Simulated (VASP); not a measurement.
Runs of VASP 6.6.1 on C. The structure is that of space group P6_3/mmc (No. 194), or close to it. The cells are those of the table. 

| task | cell | cutoff (eV) | smearing | gap on the mesh (eV) | pressure (GPa) | largest force (eV/Å) |
| --- | --- | --- | --- | --- | --- | --- |
| single point | a = 2.512, b = 2.512, c = 12.392 Å, angles 90.0, 90.0, 120.0°, 12 atoms | 520 | gaussian 0.02 eV | 4.66 | 1.1 | 0.01 |
| single point | a = 2.407, b = 2.407, c = 11.878 Å, angles 90.0, 90.0, 120.0°, 12 atoms | 520 | gaussian 0.02 eV | (b) | 74.4 | 0.01 |
| single point | a = 2.434, b = 2.434, c = 12.010 Å, angles 90.0, 90.0, 120.0°, 12 atoms | 520 | gaussian 0.02 eV | 4.92 | (a) | 0.01 |
| single point | a = 2.522, b = 2.522, c = 12.356 Å, angles 90.0, 90.0, 120.0°, 12 atoms | 520 | gaussian 0.1 eV | 4.57 | -1.0 | 0.34 |
| single point | a = 2.487, b = 2.487, c = 12.267 Å, angles 90.0, 90.0, 120.0°, 12 atoms | 520 | gaussian 0.02 eV | 4.74 | 15.7 | 0.01 |
| relaxation of cell and atoms | relaxed from a = 2.522, b = 2.522, c = 12.356 Å, angles 90.0, 90.0, 120.0°, 12 atoms | 600 | gaussian 0.02 eV | 4.66 | 0.0 | - |
| single point | a = 2.461, b = 2.461, c = 12.140 Å, angles 90.0, 90.0, 120.0°, 12 atoms | 520 | gaussian 0.02 eV | 4.83 | 32.6 | 0.01 |

Alike in all rows: level r2SCAN; potentials or basis VASP PAW PBE potentials, release 64 (C); no spin polarisation; k mesh 12 × 12 × 2.

**Question.** Estimate the missing entries.

**Answer.** (a) 52.0; (b) 5.01.

Caveats: the PAW data sets were made with another functional, which shifts forces and pressure a little.

A k mesh can miss the band edges.
